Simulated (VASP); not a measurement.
# ZnS in VASP: further runs

Runs on ZnS. Level: PBEsol. Tasks: single point.

Program: VASP 6.6.1. These are calculated values, not measurements. Logs are shortened: lines on timing, memory, paths and dates and some standing lists are left out, and cuts for length are marked.

## (1) The cell of the first run

Symmetry: P6_3mc, No. 186, hexagonal system. Conventional cell: a = 3.925 Å, b = 3.925 Å, c = 6.234 Å, α = 90.00°, β = 90.00°, γ = 120.00°. Within 3.1 Å of Zn (site symmetry 3m) lie 4 S at 2.38 to 2.40 Å. S (site symmetry 3m) has 4 Zn at 2.38 to 2.40 Å within 3.1 Å.

## (2) Single point, PBEsol (equal xx and yy strain of +3 %)

INCAR reads:

```
  PREC = Accurate
  ENCUT = 520
  EDIFF = 1E-7
  ISMEAR = -1
  SIGMA = 0.03
  LREAL = False
  LASPH = True
  NELM = 80
  ALGO = Normal
  ISIF = 2
  LWAVE = False
  LCHARG = False
  GGA = PS
  NBANDS = 26
```

KPOINTS reads:

```
Automatic mesh
0
Gamma
  8 8 5
```

POSCAR reads:

```
ZnS
1.0
    3.9253287450      0.0000000000      0.0000000000
   -1.9626643725      3.3994344114      0.0000000000
    0.0000000000      0.0000000000      6.2340000000
Zn S
2 2
Direct
    0.3333333333      0.6666666667      0.0000000000
    0.6666666667      0.3333333333      0.5000000000
    0.3333333333      0.6666666667      0.3850000000
    0.6666666667      0.3333333333      0.8850000000
```

Potentials or basis: VASP PAW PBE potentials, release 64 (Zn, S).

The run is started by

```sh
$ cat potpaw_PBE.64/Zn/POTCAR potpaw_PBE.64/S/POTCAR > POTCAR
$ mpirun -np 1 vasp_std > vasp.out
```

OUTCAR:

```text
PREC = Accurate
   ENCUT = 520
   EDIFF = 1E-7
   ISMEAR = -1
   LREAL = False
   LASPH = True
   NELM = 80
   ISIF = 2
   GGA = PS

 ion  position               nearest neighbor table
   1  0.333  0.667  0.000-   4 2.38   4 2.38   4 2.38   3 2.40
   2  0.667  0.333  0.500-   3 2.38   3 2.38   3 2.38   4 2.40
   3  0.333  0.667  0.385-   2 2.38   2 2.38   2 2.38   1 2.40
   4  0.667  0.333  0.885-   1 2.38   1 2.38   1 2.38   2 2.40

  LATTYP: Found a hexagonal cell.
 ALAT       =     3.9253287450
 C/A-ratio  =     1.5881472368

  Lattice vectors:

 A1 = (   3.9253287450,   0.0000000000,   0.0000000000)
 A2 = (  -1.9626643725,   3.3994344114,   0.0000000000)
 A3 = (   0.0000000000,   0.0000000000,   6.2340000000)

Analysis of symmetry for initial positions (statically):
=====================================================================
 Subroutine PRICEL returns:
 Original cell was already a primitive cell.

 Routine SETGRP: Setting up the symmetry group for a
 hexagonal supercell.

 Subroutine GETGRP returns: Found 12 space group operations
 (whereof  6 operations were pure point group operations)
 out of a pool of 24 trial point group operations.

The static configuration has the point symmetry C_3v.
 The point group associated with its full space group is C_6v.

Analysis of symmetry for dynamics (positions and initial velocities):
=====================================================================
 Subroutine PRICEL returns:
 Original cell was already a primitive cell.

 Routine SETGRP: Setting up the symmetry group for a
 hexagonal supercell.

 Subroutine GETGRP returns: Found 12 space group operations
 (whereof  6 operations were pure point group operations)
 out of a pool of 24 trial point group operations.

The dynamic configuration has the point symmetry C_3v.
 The point group associated with its full space group is C_6v.

 Subroutine INISYM returns: Found 12 space group operations
 (whereof  6 operations are pure point group operations),
 and found     1 'primitive' translations

----------------------------------------------------------------------------------------

                                     Primitive cell

  volume of cell :      83.1859

  direct lattice vectors                    reciprocal lattice vectors
     3.925328745  0.000000000  0.000000000     0.254755733  0.147083291  0.000000000
    -1.962664372  3.399434411  0.000000000     0.000000000  0.294166582  0.000000000
     0.000000000  0.000000000  6.234000000     0.000000000  0.000000000  0.160410651

  length of vectors
     3.925328745  3.925328745  6.234000000     0.294166582  0.294166582  0.160410651

  position of ions in fractional coordinates (direct lattice)
     0.333333333  0.666666667  0.000000000
     0.666666667  0.333333333  0.500000000
     0.333333333  0.666666667  0.385000000
     0.666666667  0.333333333  0.885000000

  ion indices of the primitive-cell ions
   primitive index   ion index
                 1           1
                 2           2
                 3           3
                 4           4

----------------------------------------------------------------------------------------

 KPOINTS: Automatic mesh

Automatic generation of k-mesh.
 Grid dimensions read from file:
 generate k-points for:    8    8    5

 Generating k-lattice:

  Cartesian coordinates                     Fractional coordinates (reciprocal lattice)
     0.031844467  0.018385411  0.000000000     0.125000000  0.000000000  0.000000000
     0.000000000  0.036770823  0.000000000     0.000000000  0.125000000  0.000000000
     0.000000000  0.000000000  0.032082130     0.000000000  0.000000000  0.200000000

  Length of vectors
     0.036770823  0.036770823  0.032082130

  Shift w.r.t. Gamma in fractional coordinates (k-lattice)
     0.000000000  0.000000000  0.000000000

 Subroutine IBZKPT returns following result:
 ===========================================

 Found     30 irreducible k-points:

 Following reciprocal coordinates:
            Coordinates               Weight
  0.000000  0.000000  0.000000      1.000000
  0.125000  0.000000  0.000000      6.000000
  0.250000  0.000000  0.000000      6.000000
  0.375000  0.000000  0.000000      6.000000
  0.500000  0.000000  0.000000      3.000000
  0.125000  0.125000  0.000000      6.000000
[... 16 lines left out ...]
  0.250000  0.000000  0.400000     12.000000
  0.375000  0.000000  0.400000     12.000000
 [... further k-points ...]
   k-points           NKPTS =     30   k-points in BZ     NKDIM =     30   number of bands    NBANDS=     26
   number of dos      NEDOS =    301   number of ions     NIONS =      4
   total plane-waves  NPLWV =  43200
   dimension x,y,z NGX =    30 NGY =   30 NGZ =   48
   dimension x,y,z NGXF=    60 NGYF=   60 NGZF=   96
   ions per type =               2   2
   NGX,Y,Z   is equivalent  to a cutoff of  12.71, 12.71, 12.80 a.u.
   NGXF,Y,Z  is equivalent  to a cutoff of  25.41, 25.41, 25.60 a.u.
 SYSTEM =  unknown system
   PREC   = accura    normal or accurate (medium, high low for compatibility)
   ISTART =      0    job   : 0-new  1-cont  2-samecut
   ICHARG =      2    charge: 1-file 2-atom 10-const
   ISPIN  =      1    spin polarized calculation?
   LNONCOLLINEAR =      F non collinear calculations
   LSORBIT =      F    spin-orbit coupling
   LASPH  =      T    aspherical Exc in radial PAW
   ENCUT  =  520.0 eV  38.22 Ry    6.18 a.u.   7.30  7.30 11.59*2*pi/ulx,y,z
   NELM   =     80;   NELMIN=  2; NELMDL= -5     # of ELM steps
   EDIFF  = 0.1E-06   stopping-criterion for ELM
   LREAL  =      F    real-space projection
   EDIFFG = 0.1E-05   stopping-criterion for IOM
   NSW    =      0    number of steps for IOM
   IBRION =     -1    ionic relax: 0-MD 1-quasi-New 2-CG
   NFREE  =      0    steps in history (QN), initial steepest desc. (CG)
   ISIF   =      2    stress and relaxation
   ISYM   =      2    0-nonsym 1-usesym 2-fastsym
   POTIM  = 0.5000    time-step for ionic-motion
   TEBEG  =    0.0;   TEEND  =   0.0 temperature during run
   PSTRESS=    0.0 pullay stress
   NELECT =      36.0000    total number of electrons
   NUPDOWN=      -1.0000    fix difference up-down
   EMIN   =  10.00;   EMAX   =-10.00  energy-range for DOS
   EFERMI =   0.00;   METHOD = LEGACY
   ISMEAR =    -1;   SIGMA  =   0.03  broadening in eV -4-tet -1-fermi 0-gaus
   EFERMI_NEDOS =   21; number of points for ismear=-14 and -15
   IALGO  =     38    algorithm
   IMIX   =      4    mixing-type and parameters
     AMIX     =   0.40;   BMIX     =  1.00
     AMIX_MAG =   1.60;   BMIX_MAG =  1.00
  volume/ion in A,a.u.               =      20.80       140.34
  Fermi-wavevector in a.u.,A,eV,Ry     =   1.238300  2.340047 20.862991  1.533387
  Thomas-Fermi vector in A             =   2.372831
   LORBIT       =      0    0 simple, 1 ext, 2 COOP (PROOUT), +10 PAW based schemes
   GGA     = PS    functional components
   LHFCALC =     F    Hartree Fock is set to
   AEXX    =    0.0000 exact exchange contribution
   IVDW    =     0    specifies the selected vdW correction
   LEPSILON=     F    determine dielectric tensor
   LRPA    =     F    only Hartree local field effects (RPA)
 non-spin polarized calculation
  energy-cutoff  :      520.00
  volume of cell :       83.19
 maximum number of plane-waves:      2255
 NGX is ok and might be reduce to    30
   NGX = 15   NGY = 15   NGZ = 23

 number of electron      35.9999968 magnetization

 Free energy of the ion-electron system (eV)
  ---------------------------------------------------
  ext. energy  EPLUGINS =         0.00000000
  ---------------------------------------------------
  free energy    TOTEN  =       -15.04604827 eV

  energy without entropy =      -15.04604827  energy(sigma->0) =      -15.04604827

 E-fermi :   2.1855     XC(G=0):  -9.5936

 val. band max:        1.5984289912   @ k =   0.0000   0.0000   0.0000
 cond. band min:       3.3916322069   @ k =   0.0000   0.0000   0.0000
 fundamental gap:      1.7932032157
 Fermi energy:         2.1854623891

 k-point     1 :       0.0000    0.0000    0.0000
  band No.  band energies     occupation
      1     -11.2669      2.00000
      2     -10.3649      2.00000
      3      -4.6241      2.00000
      4      -4.6241      2.00000
      5      -4.5840      2.00000
      6      -4.5610      2.00000
[... 18 lines left out ...]
     25       9.0190      0.00000
     26      10.5802      0.00000

 k-point     2 :       0.1250    0.0000    0.0000
  band No.  band energies     occupation
      1     -11.1726      2.00000
      2     -10.3166      2.00000
      3      -4.6304      2.00000
      4      -4.6033      2.00000
      5      -4.5660      2.00000
      6      -4.5460      2.00000
[... 18 lines left out ...]
     25       9.4625      0.00000
     26       9.9907      0.00000

 k-point     3 :       0.2500    0.0000    0.0000
  band No.  band energies     occupation
      1     -10.9203      2.00000
      2     -10.2071      2.00000
      3      -4.6251      2.00000
      4      -4.5578      2.00000
      5      -4.5384      2.00000
      6      -4.4796      2.00000
[... 18 lines left out ...]
     25       9.7238      0.00000
     26      10.4353      0.00000

 k-point     4 :       0.3750    0.0000    0.0000
  band No.  band energies     occupation
      1     -10.6091      2.00000
      2     -10.1273      2.00000
      3      -4.6006      2.00000
      4      -4.5223      2.00000
      5      -4.4676      2.00000
      6      -4.3893      2.00000
[... 18 lines left out ...]
     25      10.1898      0.00000
     26      11.2974      0.00000
[... 496 lines left out ...]
      1     -10.9040      2.00000
      2     -10.6413      2.00000
      3      -4.6232      2.00000
      4      -4.5926      2.00000
      5      -4.5858      2.00000
      6      -4.5643      2.00000
[... 18 lines left out ...]
     25       8.7201      0.00000
     26       9.1201      0.00000

 k-point    23 :       0.2500    0.0000    0.4000
  band No.  band energies     occupation
      1     -10.6885      2.00000
      2     -10.4684      2.00000
      3      -4.6240      2.00000
      4      -4.5866      2.00000
      5      -4.5297      2.00000
      6      -4.5005      2.00000
[... 18 lines left out ...]
     25       9.2370      0.00000
     26       9.7208      0.00000

 k-point    24 :       0.3750    0.0000    0.4000
  band No.  band energies     occupation
      1     -10.4414      2.00000
      2     -10.2917      2.00000
      3      -4.6101      2.00000
      4      -4.5682      2.00000
      5      -4.4780      2.00000
      6      -4.4364      2.00000
[... 18 lines left out ...]
     25      10.1121      0.00000
     26      10.6671      0.00000

 [... further k-points ...]

------------------------ aborting loop because EDIFF is reached ----------------------------------------

  FORCE on cell =-STRESS in cart. coord.  units (eV):
  Direction    XX          YY          ZZ          XY          YZ          ZX
  --------------------------------------------------------------------------------------
  -------------------------------------------------------------------------------------
  Total       -2.9314780     -2.9314780     -1.9273745      0.0000000      0.0000000      0.0000000
  in kB      -56.4608897    -56.4608897    -37.1216423      0.0000000      0.0000000      0.0000000
  external PRESSURE =     -50.0144739 kB  Pullay stress =       0.0000000 kB

 VOLUME and BASIS-vectors are now :
 -----------------------------------------------------------------------------
  energy-cutoff  :      520.00
  volume of cell :       83.19
      direct lattice vectors                 reciprocal lattice vectors
     3.925328745  0.000000000  0.000000000     0.254755733  0.147083291  0.000000000
    -1.962664372  3.399434411  0.000000000     0.000000000  0.294166582  0.000000000
     0.000000000  0.000000000  6.234000000     0.000000000  0.000000000  0.160410651

 POSITION                                       TOTAL-FORCE (eV/Angst)
 -----------------------------------------------------------------------------------
     -0.00000      2.26629      0.00000        -0.000000      0.000000      0.149585
      1.96266      1.13314      3.11700         0.000000     -0.000000      0.149585
     -0.00000      2.26629      2.40009         0.000000      0.000000     -0.149585
      1.96266      1.13314      5.51709        -0.000000      0.000000     -0.149585
 -----------------------------------------------------------------------------------
    total drift:                               -0.000000     -0.000000      0.000454

  FREE ENERGIE OF THE ION-ELECTRON SYSTEM (eV)
  ---------------------------------------------------
  free  energy   TOTEN  =       -15.0460482666 eV

  energy  without entropy=      -15.0460482666  energy(sigma->0) =      -15.04604827
```

Wall time 41 s (1 thread of AMD EPYC 9R14 (Zen 4), shared host); peak memory 0.19 GiB.

What came out:

* Free energy: -15.0460 eV
* Pressure: -5.0 GPa
* Largest force: 0.150 eV/Å
* Band gap on the k mesh: 1.79 eV, direct

Forces on the atoms (eV/Å):
```
Zn   0.000  0.000  0.150
Zn   0.000  0.000  0.150
S    0.000  0.000 -0.150
S    0.000  0.000 -0.150
```

Caveat: the cell differs from its parent crystal (equal xx and yy strain of +3 %); the PAW data sets were made with another functional, which shifts forces and pressure a little.

## (3) Single point, PBEsol (equal xy, yz and zx shear strains of +1 %)

INCAR reads:

```
PREC = Accurate ; ENCUT = 520
EDIFF = 1E-7 ; ISMEAR = -1
SIGMA = 0.03 ; LREAL = False
LASPH = True ; NELM = 80
ALGO = Normal ; ISIF = 2
LWAVE = False ; LCHARG = False
GGA = PS ; NBANDS = 26
```

KPOINTS is that of step 2.

POSCAR reads:

```
ZnS
1.0
    3.8109987816      0.0190549939      0.0190549939
   -1.8889972820      3.2908942616      0.0069746118
    0.0311700000      0.0311700000      6.2340000000
Zn S
2 2
Direct
    0.3333333333      0.6666666667      0.0000000000
    0.6666666667      0.3333333333      0.5000000000
    0.3333333333      0.6666666667      0.3850000000
    0.6666666667      0.3333333333      0.8850000000
```

Potentials or basis: VASP PAW PBE potentials, release 64 (Zn, S).

The run is started by

```sh
$ cat potpaw_PBE.64/Zn/POTCAR potpaw_PBE.64/S/POTCAR > POTCAR
$ mpirun -np 1 vasp_std > vasp.out
```

Wall time 7 min (1 thread of Oxide Virtual Turin-like, shared host); peak memory 0.35 GiB.

It converged, with:

| Property | Result |
| --- | --- |
| Free energy | -15.1385 eV |
| Pressure | -1.1 GPa |
| Largest force | 0.329 eV/Å |
| Band gap on the k mesh | 2.10 eV, direct |

Forces on the atoms (eV/Å):
```
Zn  -0.088 -0.034  0.310
Zn   0.017 -0.036  0.309
S   -0.031  0.036 -0.308
S    0.102  0.034 -0.311
```

Stress tensor (GPa, compression positive):
```
-0.47 -0.58 -0.36
-0.58 -0.48 -0.36
-0.36 -0.36 -2.33
```

Levels at points of the mesh, in eV from the valence-band top:
```
           k point  band 14  band 15  band 16  band 17  band 18  band 19  band 20  band 21  band 22  band 23
(0.00, 0.00, 0.00)    -0.90    -0.87    -0.06    -0.01     0.00     2.10     2.87     6.14     6.24     6.50
(0.50, 0.00, 0.00)    -4.28    -3.24    -2.25    -1.61    -0.97     3.53     4.20     5.03     7.09     7.30
(0.00, 0.50, 0.00)    -4.28    -3.22    -2.30    -1.61    -1.01     3.47     4.15     5.04     7.03     7.31
(0.50, 0.50, 0.00)    -4.28    -3.20    -2.34    -1.62    -1.05     3.41     4.11     5.04     6.98     7.33
```

Caveat: the cell differs from its parent crystal (equal xy, yz and zx shear strains of +1 %); the PAW data sets were made with another functional, which shifts forces and pressure a little.
